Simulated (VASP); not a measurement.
# HfC in VASP: a series of runs, part 2 of 2

VASP 6.6.1. The steps go on from the part before.

## (4) Single point, PBEsol

INCAR reads:

```
SYSTEM = HfC
ALGO = Normal
EDIFF = 1E-7
ENCUT = 520
GGA = PS
ISIF = 2
ISMEAR = -1
LASPH = .True.
LCHARG = .False.
LREAL = .False.
LWAVE = .False.
NBANDS = 14
NELM = 80
PREC = Accurate
SIGMA = 0.05
```

KPOINTS reads:

```
k-points
0
Gamma
  12 12 12
  0 0 0
```

POSCAR reads:

```
HfC
1.0
    0.0000000000      2.3250000000      2.3250000000
    2.3250000000      0.0000000000      2.3250000000
    2.3250000000      2.3250000000      0.0000000000
Hf C
1 1
Direct
    0.5000000000      0.5000000000      0.5000000000
    0.0000000000      0.0000000000      0.0000000000
```

Potentials or basis: VASP PAW PBE potentials, release 64 (Hf_pv, C).

The run is started by

```bash
> cat potpaw_PBE.64/Hf_pv/POTCAR potpaw_PBE.64/C/POTCAR > POTCAR
> mpirun -np 1 vasp_std > vasp.out
```

OUTCAR:

```text
SYSTEM = HfC
   EDIFF = 1E-7
   ENCUT = 520
   GGA = PS
   ISIF = 2
   ISMEAR = -1
   LASPH = .True.
   LREAL = .False.
   NELM = 80
   PREC = Accurate

 ion  position               nearest neighbor table
   1  0.500  0.500  0.500-   2 2.33   2 2.33   2 2.33   2 2.33   2 2.33   2 2.33
   2  0.000  0.000  0.000-   1 2.33   1 2.33   1 2.33   1 2.33   1 2.33   1 2.33

  LATTYP: Found a face centered cubic cell.
 ALAT       =     4.6500000000

  Lattice vectors:

 A1 = (   0.0000000000,   2.3250000000,   2.3250000000)
 A2 = (   2.3250000000,   0.0000000000,   2.3250000000)
 A3 = (   2.3250000000,   2.3250000000,   0.0000000000)

Analysis of symmetry for initial positions (statically):
=====================================================================
 Subroutine PRICEL returns:
 Original cell was already a primitive cell.

 Routine SETGRP: Setting up the symmetry group for a
 face centered cubic supercell.

 Subroutine GETGRP returns: Found 48 space group operations
 (whereof 48 operations were pure point group operations)
 out of a pool of 48 trial point group operations.

The static configuration has the point symmetry O_h .

[... 173 lines left out ...]
      6       6.8338      0.00000
      7       6.8338      0.00000
      8       7.1504      0.00000
      9       7.1504      0.00000
     10       7.1504      0.00000
     11       9.1693      0.00000
     12       9.1693      0.00000
     13      12.6363      0.00000
     14      16.7509      0.00000
[... 377 lines left out ...]
      1     -24.3114      2.00000
      2     -23.8904      2.00000
      3     -23.7908      2.00000
      4      -3.0867      2.00000
      5       0.3501      2.00000
      6       3.0154      2.00000
      7       3.1126      2.00000
      8      10.0064      0.00000
      9      10.7961      0.00000
     10      10.9992      0.00000
     11      14.4028      0.00000
     12      15.8487      0.00000
     13      16.7329      0.00000
     14      19.1752      0.00000

 [... further k-points ...]

------------------------ aborting loop because EDIFF is reached ----------------------------------------

  FORCE on cell =-STRESS in cart. coord.  units (eV):
  Direction    XX          YY          ZZ          XY          YZ          ZX
  --------------------------------------------------------------------------------------
  -------------------------------------------------------------------------------------
  Total       -1.0913393     -1.0913393     -1.0913393      0.0000000      0.0000000     -0.0000000
  in kB      -69.5619097    -69.5619097    -69.5619097      0.0000000      0.0000000     -0.0000000
  external PRESSURE =     -69.5619097 kB  Pullay stress =       0.0000000 kB

 VOLUME and BASIS-vectors are now :
 -----------------------------------------------------------------------------
  energy-cutoff  :      520.00
  volume of cell :       25.14
      direct lattice vectors                 reciprocal lattice vectors
     0.000000000  2.325000000  2.325000000    -0.215053763  0.215053763  0.215053763
     2.325000000  0.000000000  2.325000000     0.215053763 -0.215053763  0.215053763
     2.325000000  2.325000000  0.000000000     0.215053763  0.215053763 -0.215053763

 POSITION                                       TOTAL-FORCE (eV/Angst)
 -----------------------------------------------------------------------------------
      2.32500      2.32500      2.32500         0.000000     -0.000000     -0.000000
      0.00000      0.00000      0.00000        -0.000000      0.000000      0.000000
 -----------------------------------------------------------------------------------
    total drift:                                0.000000     -0.000000      0.000000

  FREE ENERGIE OF THE ION-ELECTRON SYSTEM (eV)
  ---------------------------------------------------
  free  energy   TOTEN  =       -22.1810488326 eV

  energy  without entropy=      -22.1787643637  energy(sigma->0) =      -22.17990660
```

OSZICAR:

```text
N       E                     dE             d eps       ncg     rms          rms(c)
DAV:   1     0.216632145324E+02    0.21663E+02   -0.77725E+03  2024   0.984E+02
DAV:   2    -0.236187644478E+02   -0.45282E+02   -0.42627E+02  2610   0.201E+02
DAV:   3    -0.250805371575E+02   -0.14618E+01   -0.14573E+01  2376   0.263E+01
DAV:   4    -0.250869511734E+02   -0.64140E-02   -0.64137E-02  2400   0.216E+00
DAV:   5    -0.250869904665E+02   -0.39293E-04   -0.39293E-04  2384   0.153E-01    0.579E+01
DAV:   6    -0.222669691278E+02    0.28200E+01   -0.10727E+01  2208   0.172E+01    0.411E+01
DAV:   7    -0.222010345048E+02    0.65935E-01   -0.51814E-01  2496   0.499E+00    0.240E+01
DAV:   8    -0.221871723921E+02    0.13862E-01   -0.71384E-02  2442   0.205E+00    0.556E+00
DAV:   9    -0.221813838128E+02    0.57886E-02   -0.20590E-02  2256   0.839E-01    0.212E+00
DAV:  10    -0.221810567110E+02    0.32710E-03   -0.13720E-03  2602   0.275E-01    0.979E-02
DAV:  11    -0.221810494222E+02    0.72888E-05   -0.82408E-05  2256   0.762E-02    0.325E-02
DAV:  12    -0.221810489992E+02    0.42299E-06   -0.24679E-06  2624   0.127E-02    0.116E-02
DAV:  13    -0.221810488500E+02    0.14921E-06   -0.27256E-07  2078   0.333E-03    0.184E-03
DAV:  14    -0.221810488326E+02    0.17418E-07   -0.33896E-08  1518   0.134E-03
   1 F= -.22181049E+02 E0= -.22179907E+02  d E =-.228447E-02
```

Wall time 7.4 s (1 thread of Intel Xeon 6975P-C (Granite Rapids), shared host); peak memory 0.15 GiB.

Results:

| Item | Value |
| --- | --- |
| Free energy | -22.1810 eV |
| Pressure | -7.0 GPa |
| Band gap on the k mesh | zero (band 7 reaches 6.83 eV, above the bottom of band 8 at 5.39 eV) |

Levels at points of the mesh, in eV from the Fermi level:
```
           k point  band 3  band 4  band 5  band 6  band 7  band 8  band 9  band 10  band 11  band 12
(0.00, 0.00, 0.00)  -29.51  -12.30    1.02    1.02    1.02    1.33    1.33     1.33     3.35     3.35
(0.50, 0.00, 0.00)  -29.58   -8.50   -6.19   -3.00   -3.00    5.28    5.28     5.75     6.50    11.41
(0.50, 0.50, 0.00)  -29.75  -10.37   -2.60   -1.84   -0.09   -0.09    5.28     6.71     6.71     8.33
```

Caveat: the PAW data sets were made with another functional, which shifts forces and pressure a little; spin-orbit coupling is left out, which moves the levels of the heavy elements.

## (5) Single point, PBE

INCAR reads:

```
  PREC = Accurate
  ENCUT = 520
  EDIFF = 1E-7
  ISMEAR = -1
  SIGMA = 0.05
  LREAL = F
  LASPH = T
  NELM = 100
  ALGO = Normal
  ISIF = 2
  LWAVE = F
  LCHARG = F
  GGA = PE
  NBANDS = 14
```

KPOINTS reads:

```
regular mesh
0
Gamma
  12 12 12
```

POSCAR is that of step 4.

Potentials or basis: VASP PAW PBE potentials, release 64 (Hf_pv, C).

The run is started by

```bash
> cat potpaw_PBE.64/Hf_pv/POTCAR potpaw_PBE.64/C/POTCAR > POTCAR
> mpirun -np 1 vasp_std > vasp.out
```

OUTCAR:

```text
PREC = Accurate
   ENCUT = 520
   EDIFF = 1E-7
   ISMEAR = -1
   LREAL = F
   LASPH = T
   NELM = 100
   ISIF = 2
   GGA = PE

 ion  position               nearest neighbor table
   1  0.500  0.500  0.500-   2 2.33   2 2.33   2 2.33   2 2.33   2 2.33   2 2.33
   2  0.000  0.000  0.000-   1 2.33   1 2.33   1 2.33   1 2.33   1 2.33   1 2.33

  LATTYP: Found a face centered cubic cell.
 ALAT       =     4.6500000000

  Lattice vectors:

 A1 = (   0.0000000000,   2.3250000000,   2.3250000000)
 A2 = (   2.3250000000,   0.0000000000,   2.3250000000)
 A3 = (   2.3250000000,   2.3250000000,   0.0000000000)

Analysis of symmetry for initial positions (statically):
=====================================================================
 Subroutine PRICEL returns:
 Original cell was already a primitive cell.

 Routine SETGRP: Setting up the symmetry group for a
 face centered cubic supercell.

 Subroutine GETGRP returns: Found 48 space group operations
 (whereof 48 operations were pure point group operations)
 out of a pool of 48 trial point group operations.

The static configuration has the point symmetry O_h .

Analysis of symmetry for dynamics (positions and initial velocities):
=====================================================================
 Subroutine PRICEL returns:
 Original cell was already a primitive cell.

 Routine SETGRP: Setting up the symmetry group for a
 face centered cubic supercell.

 Subroutine GETGRP returns: Found 48 space group operations
 (whereof 48 operations were pure point group operations)
 out of a pool of 48 trial point group operations.

The dynamic configuration has the point symmetry O_h .

 Subroutine INISYM returns: Found 48 space group operations
 (whereof 48 operations are pure point group operations),
 and found     1 'primitive' translations

----------------------------------------------------------------------------------------

                                     Primitive cell

  volume of cell :      25.1362

  direct lattice vectors                    reciprocal lattice vectors
[... 117 lines left out ...]
   LRPA    =     F    only Hartree local field effects (RPA)
 non-spin polarized calculation
  energy-cutoff  :      520.00
  volume of cell :       25.14
 maximum number of plane-waves:       700
   NGX = 13   NGY = 13   NGZ = 13

 number of electron      14.0000000 magnetization

 Free energy of the ion-electron system (eV)
  ---------------------------------------------------
  ext. energy  EPLUGINS =         0.00000000
  ---------------------------------------------------
  free energy    TOTEN  =       -21.04707461 eV

  energy without entropy =      -21.04489417  energy(sigma->0) =      -21.04598439

 E-fermi :   5.9655     XC(G=0): -12.2853

 val. band max:        5.8684896016   @ k =   0.0833   0.0000   0.0000
 cond. band min:       6.0219346388   @ k =   0.4167   0.3333   0.0000
 fundamental gap:      0.1534450372
 Fermi energy:         5.9655254020

 k-point     1 :       0.0000    0.0000    0.0000
  band No.  band energies     occupation
      1     -23.6193      2.00000
      2     -23.6193      2.00000
      3     -23.6193      2.00000
      4      -6.3559      2.00000
      5       6.9532      0.00000
      6       6.9532      0.00000
      7       6.9532      0.00000
      8       7.3446      0.00000
      9       7.3446      0.00000
     10       7.3446      0.00000
     11       9.3437      0.00000
     12       9.3437      0.00000
     13      12.7815      0.00000
     14      16.9543      0.00000
[... 377 lines left out ...]
      1     -24.2268      2.00000
      2     -23.8111      2.00000
      3     -23.7130      2.00000
      4      -3.0118      2.00000
      5       0.5288      2.00000
      6       3.1694      2.00000
      7       3.2629      2.00000
      8      10.1778      0.00000
      9      10.9712      0.00000
     10      11.1681      0.00000
     11      14.5622      0.00000
     12      16.0089      0.00000
     13      16.8612      0.00000
     14      19.3719      0.00000

 [... further k-points ...]

------------------------ aborting loop because EDIFF is reached ----------------------------------------

  FORCE on cell =-STRESS in cart. coord.  units (eV):
  Direction    XX          YY          ZZ          XY          YZ          ZX
  --------------------------------------------------------------------------------------
  -------------------------------------------------------------------------------------
  Total       -0.0658812     -0.0658812     -0.0658812     -0.0000000      0.0000000      0.0000000
  in kB       -4.1992633     -4.1992633     -4.1992633     -0.0000000      0.0000000      0.0000000
  external PRESSURE =      -4.1992633 kB  Pullay stress =       0.0000000 kB

 VOLUME and BASIS-vectors are now :
 -----------------------------------------------------------------------------
  energy-cutoff  :      520.00
  volume of cell :       25.14
      direct lattice vectors                 reciprocal lattice vectors
     0.000000000  2.325000000  2.325000000    -0.215053763  0.215053763  0.215053763
     2.325000000  0.000000000  2.325000000     0.215053763 -0.215053763  0.215053763
     2.325000000  2.325000000  0.000000000     0.215053763  0.215053763 -0.215053763

 POSITION                                       TOTAL-FORCE (eV/Angst)
 -----------------------------------------------------------------------------------
      2.32500      2.32500      2.32500         0.000000     -0.000000      0.000000
      0.00000      0.00000      0.00000        -0.000000      0.000000     -0.000000
 -----------------------------------------------------------------------------------
    total drift:                                0.000000     -0.000000      0.000000

  FREE ENERGIE OF THE ION-ELECTRON SYSTEM (eV)
  ---------------------------------------------------
  free  energy   TOTEN  =       -21.0470746056 eV

  energy  without entropy=      -21.0448941690  energy(sigma->0) =      -21.04598439
```

OSZICAR:

```text
N       E                     dE             d eps       ncg     rms          rms(c)
DAV:   1     0.228006099474E+02    0.22801E+02   -0.77766E+03  2024   0.984E+02
DAV:   2    -0.227321700647E+02   -0.45533E+02   -0.42823E+02  2610   0.201E+02
DAV:   3    -0.242198395945E+02   -0.14877E+01   -0.14832E+01  2364   0.266E+01
DAV:   4    -0.242264027210E+02   -0.65631E-02   -0.65628E-02  2412   0.218E+00
DAV:   5    -0.242264432465E+02   -0.40525E-04   -0.40525E-04  2372   0.156E-01    0.569E+01
DAV:   6    -0.211161526722E+02    0.31103E+01   -0.12014E+01  2178   0.182E+01    0.410E+01
DAV:   7    -0.210625057687E+02    0.53647E-01   -0.54896E-01  2484   0.520E+00    0.249E+01
DAV:   8    -0.210539804067E+02    0.85254E-02   -0.73881E-02  2376   0.217E+00    0.643E+00
DAV:   9    -0.210473276469E+02    0.66528E-02   -0.23281E-02  2268   0.899E-01    0.209E+00
DAV:  10    -0.210470803119E+02    0.24733E-03   -0.12845E-03  2536   0.270E-01    0.694E-02
DAV:  11    -0.210470751852E+02    0.51267E-05   -0.76477E-05  2316   0.702E-02    0.238E-02
DAV:  12    -0.210470748345E+02    0.35072E-06   -0.24205E-06  2556   0.140E-02    0.153E-02
DAV:  13    -0.210470746207E+02    0.21376E-06   -0.19500E-07  2006   0.337E-03    0.324E-03
DAV:  14    -0.210470746056E+02    0.15091E-07   -0.16887E-08  1410   0.105E-03
   1 F= -.21047075E+02 E0= -.21045984E+02  d E =-.218044E-02
```

It took 7.8 s on 1 thread of Intel Xeon 6975P-C (Granite Rapids), shared host; peak memory 0.15 GiB.

What came out:

```
Free energy            : -21.0471 eV
Pressure               : -0.4 GPa
Band gap on the k mesh : zero (band 7 reaches 6.95 eV, above the bottom of band 8 at 5.53 eV)
```

Caveat: spin-orbit coupling is left out, which moves the levels of the heavy elements.

## (6) Single point, PBE, non-collinear spin, zero start, spin-orbit coupling

INCAR reads:

```
PREC = Accurate ; ENCUT = 520
EDIFF = 1E-6 ; ISMEAR = -1
SIGMA = 0.05 ; LREAL = False
LASPH = True ; NELM = 150
ALGO = Normal ; ISIF = 2
LWAVE = False ; LCHARG = False
MAGMOM = 0 0 0 0 0 0 ; LORBIT = 11
LSORBIT = True ; GGA_COMPAT = False
LORBMOM = True ; LMAXMIX = 4
GGA = PE ; NBANDS = 26
```

KPOINTS reads:

```
Automatic mesh
0
Gamma
  12 12 12
```

POSCAR is that of step 5.

Potentials or basis: VASP PAW PBE potentials, release 64 (Hf_pv, C).

The run is started by

```bash
> cat potpaw_PBE.64/Hf_pv/POTCAR potpaw_PBE.64/C/POTCAR > POTCAR
> mpirun -np 1 vasp_ncl > vasp.out
```

Run time: 32 s. Hardware: 1 thread of Intel Xeon 6975P-C (Granite Rapids), shared host; peak memory 0.24 GiB.

The run converged. Its results:

```
Free energy                                           : -21.7013 eV
Pressure                                              : -0.5 GPa
Net moment                                            : 0.00 μB per cell
Valence electrons inside the program's atomic spheres : Hf 8.65; C 2.39
```

Moments on the atoms (μB; x, y, z):
```
Hf  0.00 0.00 0.00
C   0.00 0.00 0.00
```

## (7) Overview

```csv
level,potentials or basis,spin,cell,gap on the mesh (eV),pressure (GPa)
PBE,"VASP PAW PBE potentials, release 64 (Hf_pv, C)",off,"a = 3.224 Å, angles 62.7°, 2 atoms",none,-0.2
LDA,"VASP PAW LDA potentials, release 64 (Hf_pv, C)",off,"a = 3.288 Å, angles 60.0°, 2 atoms",none,-11.6
PBEsol,"VASP PAW PBE potentials, release 64 (Hf_pv, C)",off,"a = 3.288 Å, angles 60.0°, 2 atoms",none,-7.0
PBE,"VASP PAW PBE potentials, release 64 (Hf_pv, C)",off,"a = 3.288 Å, angles 60.0°, 2 atoms",none,-0.4
PBE,"VASP PAW PBE potentials, release 64 (Hf_pv, C)","non-collinear, zero start, SOC","a = 3.288 Å, angles 60.0°, 2 atoms",-,-0.5
```

Alike in all rows: task single point; k mesh 12 × 12 × 12; cutoff (eV) 520; smearing fermi-dirac 0.05 eV.

Caveats: spin-orbit coupling is left out, which moves the levels of the heavy elements (some runs); the PAW data sets were made with another functional, which shifts forces and pressure a little (some runs).

Total energies depend on the potentials used, so only differences within one code and one set of settings carry meaning.
